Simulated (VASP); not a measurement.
# Ta (Im-3m) in VASP: further runs

Ta is run at these levels: PBE; tasks: single point.

Program: VASP 6.6.1. These are calculated values, not measurements. Logs are shortened: lines on timing, memory, paths and dates and some standing lists are left out, and cuts for length are marked.

## Step 1: The cell of the first run

It takes space group Im-3m (No. 229, cubic). The conventional cell has a = 3.223 Å, b = 3.223 Å, c = 3.223 Å, α = 90.00°, β = 90.00°, γ = 90.00°. Ta (site symmetry m-3m) has 14 Ta at 2.79 to 3.22 Å within 3.7 Å.

## Step 2: Single point, PBE

Contents of INCAR:

```
PREC = Accurate
ENCUT = 520
EDIFF = 1E-6
ISMEAR = 1
SIGMA = 0.1
LREAL = False
LASPH = True
NELM = 80
ALGO = Normal
ISIF = 2
LWAVE = False
LCHARG = False
GGA = PE
NBANDS = 12
```

Contents of KPOINTS:

```
regular mesh
0
Gamma
  15 15 15
```

Contents of POSCAR:

```
Ta
1.0
   -1.6114734508      1.6114734508      1.6114734508
    1.6114734508     -1.6114734508      1.6114734508
    1.6114734508      1.6114734508     -1.6114734508
Ta
1
Direct
    0.0000000000      0.0000000000      0.0000000000
```

Potentials or basis: VASP PAW PBE potentials, release 64 (Ta_pv).

Run with:

```console
> cat potpaw_PBE.64/Ta_pv/POTCAR > POTCAR
> mpirun -np 1 vasp_std > vasp.out
```

OUTCAR:

```text
PREC = Accurate
   ENCUT = 520
   EDIFF = 1E-6
   ISMEAR = 1
   LREAL = False
   LASPH = True
   NELM = 80
   ISIF = 2
   GGA = PE

 ion  position               nearest neighbor table
   1  0.000  0.000  0.000-

  LATTYP: Found a body centered cubic cell.
 ALAT       =     3.2229469016

  Lattice vectors:

 A1 = (  -1.6114734508,   1.6114734508,   1.6114734508)
 A2 = (   1.6114734508,  -1.6114734508,   1.6114734508)
 A3 = (   1.6114734508,   1.6114734508,  -1.6114734508)

Analysis of symmetry for initial positions (statically):
=====================================================================
 Subroutine PRICEL returns:
 Original cell was already a primitive cell.

 Routine SETGRP: Setting up the symmetry group for a
 body centered cubic supercell.

 Subroutine GETGRP returns: Found 48 space group operations
 (whereof 48 operations were pure point group operations)
 out of a pool of 48 trial point group operations.

The static configuration has the point symmetry O_h .

Analysis of symmetry for dynamics (positions and initial velocities):
=====================================================================
 Subroutine PRICEL returns:
 Original cell was already a primitive cell.

 Routine SETGRP: Setting up the symmetry group for a
 body centered cubic supercell.

 Subroutine GETGRP returns: Found 48 space group operations
 (whereof 48 operations were pure point group operations)
 out of a pool of 48 trial point group operations.

The dynamic configuration has the point symmetry O_h .

 Subroutine INISYM returns: Found 48 space group operations
 (whereof 48 operations are pure point group operations),
 and found     1 'primitive' translations

----------------------------------------------------------------------------------------

                                     Primitive cell

  volume of cell :      16.7390

  direct lattice vectors                    reciprocal lattice vectors
    -1.611473451  1.611473451  1.611473451     0.000000000  0.310275047  0.310275047
     1.611473451 -1.611473451  1.611473451     0.310275047  0.000000000  0.310275047
     1.611473451  1.611473451 -1.611473451     0.310275047  0.310275047  0.000000000

  length of vectors
     2.791153892  2.791153892  2.791153892     0.438795179  0.438795179  0.438795179

  position of ions in fractional coordinates (direct lattice)
     0.000000000  0.000000000  0.000000000

  ion indices of the primitive-cell ions
   primitive index   ion index
                 1           1

----------------------------------------------------------------------------------------

 KPOINTS: regular mesh

Automatic generation of k-mesh.
 Grid dimensions read from file:
 generate k-points for:   15   15   15

 Generating k-lattice:

  Cartesian coordinates                     Fractional coordinates (reciprocal lattice)
     0.000000000  0.020685003  0.020685003     0.066666667  0.000000000  0.000000000
     0.020685003  0.000000000  0.020685003     0.000000000  0.066666667  0.000000000
     0.020685003  0.020685003  0.000000000     0.000000000  0.000000000  0.066666667

  Length of vectors
     0.029253012  0.029253012  0.029253012

  Shift w.r.t. Gamma in fractional coordinates (k-lattice)
     0.000000000  0.000000000  0.000000000

 Subroutine IBZKPT returns following result:
 ===========================================

 Found    120 irreducible k-points:

 Following reciprocal coordinates:
            Coordinates               Weight
  0.000000  0.000000  0.000000      1.000000
  0.066667  0.000000  0.000000     12.000000
  0.133333  0.000000  0.000000     12.000000
  0.200000  0.000000  0.000000     12.000000
  0.266667  0.000000  0.000000     12.000000
  0.333333  0.000000  0.000000     12.000000
[... 16 lines left out ...]
  0.333333  0.200000  0.000000     48.000000
  0.400000  0.200000  0.000000     24.000000
 [... further k-points ...]
   k-points           NKPTS =    120   k-points in BZ     NKDIM =    120   number of bands    NBANDS=     12
   number of dos      NEDOS =    301   number of ions     NIONS =      1
   total plane-waves  NPLWV =  13824
   dimension x,y,z NGX =    24 NGY =   24 NGZ =   24
   dimension x,y,z NGXF=    48 NGYF=   48 NGZF=   48
   ions per type =               1
   NGX,Y,Z   is equivalent  to a cutoff of  14.29, 14.29, 14.29 a.u.
   NGXF,Y,Z  is equivalent  to a cutoff of  28.59, 28.59, 28.59 a.u.
 SYSTEM =  unknown system
   PREC   = accura    normal or accurate (medium, high low for compatibility)
   ISTART =      0    job   : 0-new  1-cont  2-samecut
   ICHARG =      2    charge: 1-file 2-atom 10-const
   ISPIN  =      1    spin polarized calculation?
   LNONCOLLINEAR =      F non collinear calculations
   LSORBIT =      F    spin-orbit coupling
   LASPH  =      T    aspherical Exc in radial PAW
   ENCUT  =  520.0 eV  38.22 Ry    6.18 a.u.   5.19  5.19  5.19*2*pi/ulx,y,z
   NELM   =     80;   NELMIN=  2; NELMDL= -5     # of ELM steps
   EDIFF  = 0.1E-05   stopping-criterion for ELM
   LREAL  =      F    real-space projection
   EDIFFG = 0.1E-04   stopping-criterion for IOM
   NSW    =      0    number of steps for IOM
   IBRION =     -1    ionic relax: 0-MD 1-quasi-New 2-CG
   NFREE  =      0    steps in history (QN), initial steepest desc. (CG)
   ISIF   =      2    stress and relaxation
   ISYM   =      2    0-nonsym 1-usesym 2-fastsym
   POTIM  = 0.5000    time-step for ionic-motion
   TEBEG  =    0.0;   TEEND  =   0.0 temperature during run
   PSTRESS=    0.0 pullay stress
   NELECT =      11.0000    total number of electrons
   NUPDOWN=      -1.0000    fix difference up-down
   EMIN   =  10.00;   EMAX   =-10.00  energy-range for DOS
   EFERMI =   0.00;   METHOD = LEGACY
   ISMEAR =     1;   SIGMA  =   0.10  broadening in eV -4-tet -1-fermi 0-gaus
   EFERMI_NEDOS =   21; number of points for ismear=-14 and -15
   IALGO  =     38    algorithm
   IMIX   =      4    mixing-type and parameters
     AMIX     =   0.40;   BMIX     =  1.00
     AMIX_MAG =   1.60;   BMIX_MAG =  1.00
  volume/ion in A,a.u.               =      16.74       112.96
  Fermi-wavevector in a.u.,A,eV,Ry     =   1.423298  2.689644 27.562381  2.025778
  Thomas-Fermi vector in A             =   2.543911
   LORBIT       =      0    0 simple, 1 ext, 2 COOP (PROOUT), +10 PAW based schemes
   GGA     = PE    functional components
   LHFCALC =     F    Hartree Fock is set to
   AEXX    =    0.0000 exact exchange contribution
   IVDW    =     0    specifies the selected vdW correction
   LEPSILON=     F    determine dielectric tensor
   LRPA    =     F    only Hartree local field effects (RPA)
 non-spin polarized calculation
 Methfessel and Paxton  Order N= 1 SIGMA  =   0.10
  energy-cutoff  :      520.00
  volume of cell :       16.74
 maximum number of plane-waves:       466
 NGX is ok and might be reduce to    24
   NGX = 11   NGY = 11   NGZ = 11

 number of electron      10.9999998 magnetization

 Free energy of the ion-electron system (eV)
  ---------------------------------------------------
  ext. energy  EPLUGINS =         0.00000000
  ---------------------------------------------------
  free energy    TOTEN  =       -11.72074130 eV

  energy without entropy =      -11.72090851  energy(sigma->0) =      -11.72079703

 E-fermi :   6.0794     XC(G=0): -12.9967

 val. band max:        6.0579986287   @ k =  -0.2667   0.2667   0.1333
 cond. band min:       6.0821067594   @ k =  -0.4667   0.4667   0.1333
 fundamental gap:      0.0241081306
 Fermi energy:         6.0794369621

 k-point     1 :       0.0000    0.0000    0.0000
  band No.  band energies     occupation
      1     -26.6743      2.00000
      2     -26.6743      2.00000
      3     -26.6743      2.00000
      4      -2.0945      2.00000
      5       6.8279     -0.00000
      6       6.8279     -0.00000
      7       6.8279     -0.00000
      8      10.3666      0.00000
      9      10.3666      0.00000
     10      21.4545      0.00000
     11      21.4545      0.00000
     12      21.4545      0.00000

 k-point     2 :       0.0667    0.0000    0.0000
  band No.  band energies     occupation
      1     -26.7456      2.00000
      2     -26.6957      2.00000
      3     -26.6748      2.00000
      4      -1.8763      2.00000
      5       6.6837     -0.00000
      6       6.7852     -0.00000
      7       7.0423     -0.00000
      8      10.1298      0.00000
      9      10.3654      0.00000
     10      21.0520      0.00000
     11      21.6563      0.00000
     12      21.8327      0.00000

 k-point     3 :       0.1333    0.0000    0.0000
  band No.  band energies     occupation
      1     -26.9431      2.00000
      2     -26.7557      2.00000
      3     -26.6763      2.00000
      4      -1.2595      2.00000
      5       6.3023     -0.00714
      6       6.5920     -0.00000
      7       7.6761     -0.00000
      8       9.7237      0.00000
      9      10.3807      0.00000
     10      21.0516      0.00000
     11      22.1270      0.00000
     12      22.9127      0.00000
[... 286 lines left out ...]
 k-point    23 :       0.3333    0.2000    0.0000
  band No.  band energies     occupation
      1     -27.9616      2.00000
      2     -27.3279      2.00000
      3     -26.8256      2.00000
      4       2.6300      2.00000
      5       4.5513      2.00000
      6       6.0220      1.81627
      7      10.0870      0.00000
      8      11.4922      0.00000
      9      15.7638      0.00000
     10      17.7828      0.00000
     11      21.0268      0.00000
     12      21.0864      0.00000

 k-point    24 :       0.4000    0.2000    0.0000
  band No.  band energies     occupation
      1     -27.9849      2.00000
      2     -27.3682      2.00000
      3     -26.8287      2.00000
      4       2.6241      2.00000
      5       4.5420      2.00000
      6       6.2777     -0.01690
      7      10.1237      0.00000
      8      11.6898      0.00000
      9      16.4976      0.00000
     10      17.0586      0.00000
     11      20.5357      0.00000
     12      21.0612      0.00000

 [... further k-points ...]
[... 5 lines left out ...]
  --------------------------------------------------------------------------------------
  -------------------------------------------------------------------------------------
  Total        2.1164954      2.1164954      2.1164954      0.0000000      0.0000000      0.0000000
  in kB      202.5808835    202.5808835    202.5808835      0.0000000      0.0000000      0.0000000
  external PRESSURE =     202.5808835 kB  Pullay stress =       0.0000000 kB

 VOLUME and BASIS-vectors are now :
 -----------------------------------------------------------------------------
  energy-cutoff  :      520.00
  volume of cell :       16.74
      direct lattice vectors                 reciprocal lattice vectors
    -1.611473451  1.611473451  1.611473451     0.000000000  0.310275047  0.310275047
     1.611473451 -1.611473451  1.611473451     0.310275047  0.000000000  0.310275047
     1.611473451  1.611473451 -1.611473451     0.310275047  0.310275047  0.000000000

 POSITION                                       TOTAL-FORCE (eV/Angst)
 -----------------------------------------------------------------------------------
      0.00000      0.00000      0.00000         0.000000      0.000000      0.000000
 -----------------------------------------------------------------------------------
    total drift:                               -0.000000      0.000000      0.000000

  FREE ENERGIE OF THE ION-ELECTRON SYSTEM (eV)
  ---------------------------------------------------
  free  energy   TOTEN  =       -11.7207412961 eV

  energy  without entropy=      -11.7209085066  energy(sigma->0) =      -11.72079703
```

Run time: 12 s. Hardware: 1 thread of AMD EPYC 9R45 (Zen 5), shared host; peak memory 0.12 GiB.

Results:

```yaml
Free_energy: -11.7207 eV
Pressure: 20.3 GPa
```

Levels at points of the mesh, in eV from the Fermi level:
```tsv
k point	band 3	band 4	band 5	band 6	band 7	band 8
(0.00, 0.00, 0.00)	-32.75	-8.17	0.75	0.75	0.75	4.29
```

Caveat: spin-orbit coupling is left out, which moves the levels of the heavy elements.

(Continued in part 2 of 2.)
